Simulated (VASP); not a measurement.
## SnSe: single point with PBE

SnSe:

```xyz
2
Lattice="0.0000 3.0100 3.0100 3.0100 0.0000 3.0100 3.0100 3.0100 0.0000" Properties=species:S:1:pos:R:3 pbc="T T T"
Sn    0.0000    0.0000    0.0000
Se    3.0100    3.0100    3.0100
```

```
Program                : VASP 6.6.1
Task                   : single point
Functional             : PBE
Potentials or basis    : VASP PAW PBE potentials, release 64 (Sn_d, Se)
Cutoff                 : 520 eV
k mesh                 : 9 × 9 × 9
Occupations            : fermi-dirac, width 0.02 eV
Spin                   : no spin polarisation
Dipole correction      : no
Further INCAR settings : ALGO = Normal; EDIFF = 1e-06; NBANDS = 17
```

- Pressure: 1.0 GPa

Levels at points of the mesh, in eV from the Fermi level:
| k point | band 6 | band 7 | band 8 | band 9 | band 10 | band 11 | band 12 | band 13 | band 14 | band 15 |
| --- | --- | --- | --- | --- | --- | --- | --- | --- | --- | --- |
| (0.00, 0.00, 0.00) | -14.10 | -5.30 | -2.43 | -2.43 | -2.43 | 4.08 | 4.08 | 4.08 | 5.63 | 5.63 |

Wall time 16 s on 1 thread of Intel(R) Xeon(R) 6975P-C (Granite Rapids), with other jobs on the host, peak memory 0.18 GiB.

Caveat: this odd mesh misses L, where the gap lies, so gap, dielectric constants and Born charges aren't listed; spin-orbit coupling is left out, which moves the levels of the heavy elements.
